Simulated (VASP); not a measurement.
# CoSi2 in VASP: a series of runs

Runs on CoSi2. Level: PBE. Tasks: single point.

Everything below comes from runs of VASP 6.6.1. Logs are shortened: lines on timing, memory, paths and dates and some standing lists are left out, and cuts for length are marked.

### Step 1. The cell of the first run

The cell holds a wire or tube with vacuum around it, 18 atoms: a = 15.700 Å, b = 16.000 Å, c = 5.227 Å, α = 90.00°, β = 90.00°, γ = 90.00°.

### Step 2. Single point, PBE

The input, INCAR:

```
SYSTEM = CoSi2
ALGO = Fast ; EDIFF = 1E-6
ENCUT = 520 ; GGA = PE
ISIF = 2 ; ISMEAR = 0
LASPH = .True. ; LCHARG = .False.
LREAL = Auto ; LWAVE = .False.
NBANDS = 66 ; NELM = 100
PREC = Accurate ; SIGMA = 0.05
```

The input, KPOINTS:

```
k-points
0
Gamma
  1 1 10
  0 0 0
```

The input, POSCAR:

```
CoSi2
1.0
   15.7000000000      0.0000000000      0.0000000000
    0.0000000000     16.0000000000      0.0000000000
    0.0000000000      0.0000000000      5.2265341409
Co Si
6 12
Direct
    0.5340621019      0.5334198486      0.0000000000
    0.5450814411      0.3728421366      0.5000000000
    0.5465545047      0.7023641216      0.5000000000
    0.3704110902      0.5442439566      0.5000000000
    0.7062415498      0.5456687076      0.5000000000
    0.3663845842      0.3688864647      0.0000000000
    0.2959375438      0.4583021810      0.7503287567
    0.6272759873      0.4627507849      0.7457023916
    0.6253949154      0.6230316380      0.7648832299
    0.6253949154      0.6230316380      0.2351167701
    0.2959375438      0.4583021810      0.2496712433
    0.6272759873      0.4627507849      0.2542976084
    0.4548263670      0.4556766737      0.2548368102
    0.4574767184      0.2997648466      0.2497393871
    0.4620469161      0.6248874778      0.2542953386
    0.4574767184      0.2997648466      0.7502606129
    0.4620469161      0.6248874778      0.7457046614
    0.4548263670      0.4556766737      0.7451631898
```

Potentials or basis: VASP PAW PBE potentials, release 64 (Co, Si).

The run is started by

```sh
$ cat potpaw_PBE.64/Co/POTCAR potpaw_PBE.64/Si/POTCAR > POTCAR
$ mpirun -np 1 vasp_std > vasp.out
```

OUTCAR:

```text
SYSTEM = CoSi2
   EDIFF = 1E-6
   ENCUT = 520
   GGA = PE
   ISIF = 2
   ISMEAR = 0
   LASPH = .True.
   LREAL = Auto
   NELM = 100
   PREC = Accurate

 ion  position               nearest neighbor table
   1  0.534  0.533  0.000-  13 2.21  18 2.21  17 2.28  15 2.28   8 2.28  12 2.28  10 2.37   9 2.37

   2  0.545  0.373  0.500-  14 2.23  16 2.23   8 2.32  12 2.32  13 2.33  18 2.33
   3  0.547  0.702  0.500-  15 2.22  17 2.22   9 2.25  10 2.25
   4  0.370  0.544  0.500-   7 2.23  11 2.23  15 2.32  17 2.32  13 2.33  18 2.33
   5  0.706  0.546  0.500-   8 2.22  12 2.22  10 2.25   9 2.25
   6  0.366  0.369  0.000-  14 2.23  16 2.23   7 2.23  11 2.23  13 2.37  18 2.37
   7  0.296  0.458  0.750-   4 2.23   6 2.23  18 2.50  11 2.61  11 2.62
   8  0.627  0.463  0.746-   5 2.22   1 2.28   2 2.32   9 2.57  12 2.57  12 2.66  18 2.71
   9  0.625  0.623  0.765-   5 2.25   3 2.25   1 2.37  10 2.46   8 2.57  17 2.57  10 2.77
  10  0.625  0.623  0.235-   5 2.25   3 2.25   1 2.37   9 2.46  12 2.57  15 2.57   9 2.77
  11  0.296  0.458  0.250-   4 2.23   6 2.23  13 2.50   7 2.61   7 2.62
  12  0.627  0.463  0.254-   5 2.22   1 2.28   2 2.32  10 2.57   8 2.57   8 2.66  13 2.71
  13  0.455  0.456  0.255-   1 2.21   2 2.33   4 2.33   6 2.37  11 2.50  14 2.50  18 2.56  18 2.66
                            15 2.71  12 2.71
  14  0.457  0.300  0.250-   2 2.23   6 2.23  13 2.50  16 2.61  16 2.62
  15  0.462  0.625  0.254-   3 2.22   1 2.28   4 2.32  10 2.57  17 2.57  17 2.66  13 2.71
  16  0.457  0.300  0.750-   2 2.23   6 2.23  18 2.50  14 2.61  14 2.62
  17  0.462  0.625  0.746-   3 2.22   1 2.28   4 2.32   9 2.57  15 2.57  15 2.66  18 2.71
  18  0.455  0.456  0.745-   1 2.21   2 2.33   4 2.33   6 2.37   7 2.50  16 2.50  13 2.56  13 2.66
                            17 2.71   8 2.71

  LATTYP: Found a simple orthorhombic cell.
 ALAT       =     5.2265341409
 B/A-ratio  =     3.0039026967
 C/A-ratio  =     3.0613021112

  Lattice vectors:

 A1 = (   0.0000000000,   0.0000000000,   5.2265341409)
 A2 = (  15.7000000000,   0.0000000000,   0.0000000000)
 A3 = (   0.0000000000,  16.0000000000,   0.0000000000)

Analysis of symmetry for initial positions (statically):
=====================================================================
 Subroutine PRICEL returns:
 Original cell was already a primitive cell.

 Routine SETGRP: Setting up the symmetry group for a
 simple orthorhombic supercell.

 Subroutine GETGRP returns: Found  2 space group operations
 (whereof  2 operations were pure point group operations)
 out of a pool of  8 trial point group operations.

The static configuration has the point symmetry C_1h.

Analysis of symmetry for dynamics (positions and initial velocities):
[... 132 lines left out ...]
   POTIM  = 0.5000    time-step for ionic-motion
   TEBEG  =    0.0;   TEEND  =   0.0 temperature during run
   PSTRESS=    0.0 pullay stress
   NELECT =     102.0000    total number of electrons
   NUPDOWN=      -1.0000    fix difference up-down
   EMIN   =  10.00;   EMAX   =-10.00  energy-range for DOS
   EFERMI =   0.00;   METHOD = LEGACY
   ISMEAR =     0;   SIGMA  =   0.05  broadening in eV -4-tet -1-fermi 0-gaus
   EFERMI_NEDOS =   21; number of points for ismear=-14 and -15
   IALGO  =     68    algorithm
   IMIX   =      4    mixing-type and parameters
     AMIX     =   0.40;   BMIX     =  1.00
     AMIX_MAG =   1.60;   BMIX_MAG =  1.00
  volume/ion in A,a.u.               =      72.94       492.22
  Fermi-wavevector in a.u.,A,eV,Ry     =   0.698549  1.320067  6.639251  0.487971
  Thomas-Fermi vector in A             =   1.782184
   LORBIT       =      0    0 simple, 1 ext, 2 COOP (PROOUT), +10 PAW based schemes
   GGA     = PE    functional components
   LHFCALC =     F    Hartree Fock is set to
   AEXX    =    0.0000 exact exchange contribution
   IVDW    =     0    specifies the selected vdW correction
   LEPSILON=     F    determine dielectric tensor
   LRPA    =     F    only Hartree local field effects (RPA)
 non-spin polarized calculation
 RMM-DIIS sequential band-by-band and
 Gauss-broadening in eV      SIGMA  =   0.05
  energy-cutoff  :      520.00
  volume of cell :     1312.91
 maximum number of plane-waves:     35369
 NGX is ok and might be reduce to   120
   NGX = 59   NGY = 59   NGZ = 19

 number of electron     102.0000001 magnetization

 Free energy of the ion-electron system (eV)
  ---------------------------------------------------
  ext. energy  EPLUGINS =         0.00000000
  ---------------------------------------------------
  free energy    TOTEN  =       -99.90437519 eV

  energy without entropy =      -99.89493945  energy(sigma->0) =      -99.89965732

 E-fermi :  -1.9089     XC(G=0):  -3.1862

 val. band max:       -1.9857068409   @ k =   0.0000   0.0000   0.1000
 cond. band min:      -1.9085498179   @ k =   0.0000   0.0000   0.0000
 fundamental gap:      0.0771570231
 Fermi energy:        -1.9088932619

 k-point     1 :       0.0000    0.0000    0.0000
  band No.  band energies     occupation
      1     -14.2030      2.00000
      2     -12.9100      2.00000
      3     -11.8528      2.00000
      4     -10.9446      2.00000
      5     -10.5994      2.00000
      6     -10.0729      2.00000
[... 385 lines left out ...]
     62       0.2092      0.00000
     63       0.2989      0.00000
 [bands above 63 left out]

------------------------ aborting loop because EDIFF is reached ----------------------------------------

  FORCE on cell =-STRESS in cart. coord.  units (eV):
  Direction    XX          YY          ZZ          XY          YZ          ZX
  --------------------------------------------------------------------------------------
  -------------------------------------------------------------------------------------
  Total        0.2480716      0.2703578     -0.0916503      0.0828895      0.0000000      0.0000000
  in kB        0.3027291      0.3299256     -0.1118436      0.1011526      0.0000000      0.0000000
  external PRESSURE =       0.1736037 kB  Pullay stress =       0.0000000 kB

 VOLUME and BASIS-vectors are now :
 -----------------------------------------------------------------------------
  energy-cutoff  :      520.00
  volume of cell :     1312.91
      direct lattice vectors                 reciprocal lattice vectors
    15.700000000  0.000000000  0.000000000     0.063694268  0.000000000  0.000000000
     0.000000000 16.000000000  0.000000000     0.000000000  0.062500000  0.000000000
     0.000000000  0.000000000  5.226534141     0.000000000  0.000000000  0.191331382

 POSITION                                       TOTAL-FORCE (eV/Angst)
 -----------------------------------------------------------------------------------
      8.38477      8.53472      0.00000        -0.010651     -0.009470      0.000000
      8.55778      5.96547      2.61327         0.018169      0.016512      0.000000
      8.58091     11.23783      2.61327        -0.006393      0.054679      0.000000
      5.81545      8.70790      2.61327         0.015441      0.019579      0.000000
     11.08799      8.73070      2.61327         0.054008     -0.006456      0.000000
      5.75224      5.90218      0.00000        -0.007234     -0.006432      0.000000
[... 10 lines left out ...]
      7.25414      9.99820      3.89745         0.012449     -0.006566      0.019810
      7.14077      7.29083      3.89462        -0.009776     -0.010282     -0.009707
 -----------------------------------------------------------------------------------
    total drift:                                0.005442     -0.010311      0.000000

  FREE ENERGIE OF THE ION-ELECTRON SYSTEM (eV)
  ---------------------------------------------------
  free  energy   TOTEN  =       -99.9043751928 eV

  energy  without entropy=      -99.8949394515  energy(sigma->0) =      -99.89965732
```

OSZICAR:

```text
N       E                     dE             d eps       ncg     rms          rms(c)
DAV:   1     0.640561561717E+03    0.64056E+03   -0.33329E+04   792   0.114E+03
DAV:   2    -0.422706333713E+02   -0.68283E+03   -0.65415E+03   920   0.282E+02
DAV:   3    -0.109632604429E+03   -0.67362E+02   -0.65522E+02   904   0.107E+02
[... 25 lines left out ...]
RMM:  29    -0.999043526436E+02   -0.22435E-04   -0.38770E-06   640   0.593E-03    0.503E-03
RMM:  30    -0.999043674391E+02   -0.14795E-04   -0.24671E-06   619   0.511E-03    0.244E-03
RMM:  31    -0.999043731698E+02   -0.57307E-05   -0.95061E-07   551   0.345E-03    0.111E-03
RMM:  32    -0.999043746525E+02   -0.14828E-05   -0.47899E-07   490   0.293E-03    0.645E-04
RMM:  33    -0.999043751928E+02   -0.54025E-06   -0.21532E-07   462   0.223E-03
   1 F= -.99904375E+02 E0= -.99899657E+02  d E =-.943574E-02
```

Wall time 30 min (1 thread of Oxide Virtual Turin-like, shared host); peak memory 1.2 GiB.

What came out:

- Free energy: -99.9044 eV
- Largest force: 0.055 eV/Å
- Band gap on the k mesh: zero (bands 51 and 52 overlap by 0.35 eV)

Forces in eV/Å, atoms in the order of the input:
```
Co  -0.011 -0.009  0.000
Co   0.018  0.017  0.000
Co  -0.006  0.055  0.000
Co   0.015  0.020  0.000
Co   0.054 -0.006  0.000
Co  -0.007 -0.006  0.000
Si  -0.028  0.003 -0.007
Si  -0.004  0.012  0.018
Si  -0.004 -0.004  0.023
Si  -0.004 -0.004 -0.023
Si  -0.028  0.003  0.007
Si  -0.004  0.012 -0.018
Si  -0.010 -0.010  0.010
Si   0.002 -0.029  0.008
Si   0.012 -0.007 -0.020
Si   0.002 -0.029 -0.008
Si   0.012 -0.007  0.020
Si  -0.010 -0.010 -0.010
```

Levels at points of the mesh, in eV from the Fermi level:
| k point | band 49 | band 50 | band 51 | band 52 | band 53 | band 54 |
| --- | --- | --- | --- | --- | --- | --- |
| (0.00, 0.00, 0.00) | -0.35 | -0.26 | -0.10 | 0.00 | 0.02 | 0.20 |
| (0.00, 0.00, 0.50) | -0.43 | -0.16 | 0.28 | 0.38 | 0.42 | 0.56 |

### Step 3. Single point, PBE

This run uses another cell than the first one.

The input, INCAR:

```
SYSTEM = CoSi2
ALGO     = Fast           ! electronic algorithm
EDIFF    = 1E-7           ! SCF threshold, eV
ENCUT    = 520            ! plane-wave cutoff, eV
GGA      = PE             ! functional
ISIF     = 2              ! what is computed and relaxed
ISMEAR   = 0              ! smearing method
LASPH    = .TRUE.         ! aspherical terms in the spheres
LCHARG   = .TRUE.         ! write CHGCAR
LELF     = .TRUE.         ! ELF
LREAL    = Auto         
LVHAR    = .TRUE.       
LWAVE    = .FALSE.        ! write WAVECAR
NBANDS   = 66             ! bands
NELM     = 60             ! most SCF steps
PREC     = Accurate       ! precision mode
SIGMA    = 0.05           ! smearing width, eV
```

The input, KPOINTS:

```
k-points
0
G
  1 1 10
  0 0 0
```

The input, POSCAR:

```
CoSi2
1.0
   15.7000000000      0.0000000000      0.0000000000
    0.0000000000     16.0000000000      0.0000000000
    0.0000000000      0.0000000000      5.3598438608
Co Si
6 12
Direct
    0.5426739161      0.5418737802      0.0000000000
    0.5426739161      0.3743786595      0.5000000000
    0.5426739161      0.7093689008      0.5000000000
    0.3719782517      0.5418737802      0.5000000000
    0.7133695804      0.5418737802      0.5000000000
    0.3719782517      0.3743786595      0.0000000000
    0.2866304196      0.4581262198      0.7500000000
    0.6280217483      0.4581262198      0.7500000000
    0.6280217483      0.6256213405      0.7500000000
    0.6280217483      0.6256213405      0.2500000000
    0.2866304196      0.4581262198      0.2500000000
    0.6280217483      0.4581262198      0.2500000000
    0.4573260839      0.4581262198      0.2500000000
    0.4573260839      0.2906310992      0.2500000000
    0.4573260839      0.6256213405      0.2500000000
    0.4573260839      0.2906310992      0.7500000000
    0.4573260839      0.6256213405      0.7500000000
    0.4573260839      0.4581262198      0.7500000000
```

Potentials or basis: VASP PAW PBE potentials, release 64 (Co, Si).

The run is started by

```sh
$ cat potpaw_PBE.64/Co/POTCAR potpaw_PBE.64/Si/POTCAR > POTCAR
$ mpirun -np 1 vasp_std > vasp.out
```

OUTCAR:

```text
SYSTEM = CoSi2
   EDIFF = 1E-7
   ENCUT = 520
   GGA = PE
   ISIF = 2
   ISMEAR = 0
   LASPH = .TRUE.
   LREAL = Auto
   NELM = 60
   PREC = Accurate

 ion  position               nearest neighbor table
   1  0.543  0.542  0.000-   9 2.32  10 2.32  15 2.32  17 2.32  13 2.32   8 2.32  12 2.32  18 2.32

   2  0.543  0.374  0.500-   8 2.32  12 2.32  13 2.32  18 2.32  16 2.32  14 2.32
   3  0.543  0.709  0.500-   9 2.32  10 2.32  15 2.32  17 2.32
   4  0.372  0.542  0.500-  15 2.32  17 2.32   7 2.32  11 2.32  13 2.32  18 2.32
   5  0.713  0.542  0.500-   9 2.32  10 2.32   8 2.32  12 2.32
   6  0.372  0.374  0.000-   7 2.32  11 2.32  13 2.32  18 2.32  16 2.32  14 2.32
[... 626 lines left out ...]
  in kB      -13.3687287    -13.3587615    -17.0402463     -0.0698482      0.0000000      0.0000000
  external PRESSURE =     -14.5892455 kB  Pullay stress =       0.0000000 kB

 VOLUME and BASIS-vectors are now :
 -----------------------------------------------------------------------------
  energy-cutoff  :      520.00
  volume of cell :     1346.39
      direct lattice vectors                 reciprocal lattice vectors
    15.700000000  0.000000000  0.000000000     0.063694268  0.000000000  0.000000000
     0.000000000 16.000000000  0.000000000     0.000000000  0.062500000  0.000000000
     0.000000000  0.000000000  5.359843861     0.000000000  0.000000000  0.186572599

 POSITION                                       TOTAL-FORCE (eV/Angst)
 -----------------------------------------------------------------------------------
      8.51998      8.66998      0.00000        -0.310582     -0.313022      0.000000
      8.51998      5.99006      2.67992        -0.167772     -0.140948      0.000000
      8.51998     11.34990      2.67992         0.061545     -1.226288      0.000000
      5.84006      8.66998      2.67992        -0.139398     -0.169539      0.000000
     11.19990      8.66998      2.67992        -1.224795      0.059059      0.000000
      5.84006      5.99006      0.00000        -0.249970     -0.252049      0.000000
[... 10 lines left out ...]
      7.18002     10.00994      4.01988         0.395921      0.009643     -0.362276
      7.18002      7.33002      4.01988        -0.207955     -0.207537     -0.242956
 -----------------------------------------------------------------------------------
    total drift:                               -0.040519     -0.003791      0.000007

  FREE ENERGIE OF THE ION-ELECTRON SYSTEM (eV)
  ---------------------------------------------------
  free  energy   TOTEN  =       -99.0094995106 eV

  energy  without entropy=      -98.9877501767  energy(sigma->0) =      -98.99862484
```

stdout:

```text
POSCAR found type information on POSCAR CoSi
 POSCAR found :  2 types and      18 ions
 scaLAPACK will be used
 LDA part: xc-table for (Slater+PW92), standard interpolation
 POSCAR, INCAR and KPOINTS ok, starting setup
 FFT: planning ... GRIDC
 FFT: planning ... GRID_SOFT
 FFT: planning ... GRID
 WAVECAR not read
 entering main loop
```

It took 32 min on 1 thread of Oxide Virtual Turin-like, shared host; peak memory 1.2 GiB.

What came out:

```yaml
Free_energy: -99.0095 eV
Largest_force: 1.228 eV/Å
Band_gap_on_the_k_mesh: zero (bands 51 and 52 overlap by 0.32 eV)
```

Forces on the atoms (eV/Å):
```
Co  -0.311 -0.313  0.000
Co  -0.168 -0.141  0.000
Co   0.062 -1.226  0.000
Co  -0.139 -0.170  0.000
Co  -1.225  0.059  0.000
Co  -0.250 -0.252  0.000
Si   1.009 -0.026 -0.097
Si   0.006  0.396 -0.362
Si  -0.163 -0.161 -0.341
Si  -0.163 -0.161  0.341
Si   1.009 -0.026  0.097
Si   0.006  0.396  0.362
Si  -0.208 -0.208  0.243
Si  -0.024  1.010  0.097
Si   0.396  0.010  0.362
Si  -0.024  1.010 -0.097
Si   0.396  0.010 -0.362
Si  -0.208 -0.208 -0.243
```

The gap in the log of VASP goes by the Fermi energy; the results here count the filled bands.